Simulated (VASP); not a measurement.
Wanted: the native input for a VASP 6.6.1 run.

| Item | Value |
| --- | --- |
| Task | single point |
| Functional | PBE |
| Potentials or basis | VASP PAW PBE potentials, release 64 (Li_sv, Ga_d, I) |
| Cutoff | 520 eV |
| k mesh | 6 × 6 × 6 |
| Occupations | gaussian, width 0.02 eV |
| Spin | no spin polarisation |
| Dipole correction | no |
| k mesh for the DOS | 9 × 9 × 9 |
| Occupations for the DOS | tetrahedron |
| Further INCAR settings | ALGO = Normal; EDIFF = 1e-06 |

The system is LiGaI2.

```
CELL_PARAMETERS angstrom
2.22456 1.28435 7.49567
-2.22456 1.28435 7.49567
0.00000 -2.56870 7.49567
ATOMIC_POSITIONS crystal
Li 0.50000 0.50000 0.50000
Ga 0.00000 0.00000 0.00000
I 0.75928 0.75928 0.75928
I 0.24072 0.24072 0.24072
```

These files were run (other wordings do the same):

POSCAR

```
LiGaI2
1.0
    2.2245625627      1.2843517944      7.4956732986
   -2.2245625627      1.2843517944      7.4956732986
    0.0000000000     -2.5687035888      7.4956732986
Li Ga I
1 1 2
Direct
    0.5000000000      0.5000000000      0.5000000000
    0.0000000000      0.0000000000      0.0000000000
    0.7592764361      0.7592764361      0.7592764361
    0.2407235639      0.2407235639      0.2407235639
```

INCAR.step1

```
PREC = Accurate ; ENCUT = 520
EDIFF = 1E-6 ; ISMEAR = 0
SIGMA = 0.02 ; LREAL = False
LASPH = True ; NELM = 60
ALGO = Normal ; ISIF = 2
LWAVE = False ; LCHARG = True
GGA = PE ; NBANDS = 23
```

KPOINTS.step1

```
Automatic mesh
0
Gamma
  6 6 6
```

INCAR.step2

```
PREC = Accurate ; ENCUT = 520
EDIFF = 1E-6 ; ISMEAR = -5
SIGMA = 0.02 ; LREAL = False
LASPH = True ; NELM = 60
ALGO = Normal ; ISIF = 2
LWAVE = False ; LCHARG = False
GGA = PE ; LORBIT = 11
NEDOS = 1001 ; ICHARG = 11
```

KPOINTS.step2

```
Automatic mesh
0
Gamma
  9 9 9
```

Potentials or basis: VASP PAW PBE potentials, release 64 (Li_sv, Ga_d, I).

The run is started by

```sh
$ cat potpaw_PBE.64/Li_sv/POTCAR potpaw_PBE.64/Ga_d/POTCAR potpaw_PBE.64/I/POTCAR > POTCAR
$ cp INCAR.step1 INCAR
$ cp KPOINTS.step1 KPOINTS
$ mpirun -np 1 vasp_std > vasp.out
$ cp INCAR.step2 INCAR
$ cp KPOINTS.step2 KPOINTS
$ mpirun -np 1 vasp_std > vasp.out
```

It gave:

```yaml
Valence_electrons_inside_the_program's_atomic_spheres: Li 2.03; Ga 11.38; I 4.31
```

Wall time 14 min on 1 thread of Oxide Virtual Turin-like Processor, with other jobs on the host, peak memory 0.58 GiB.
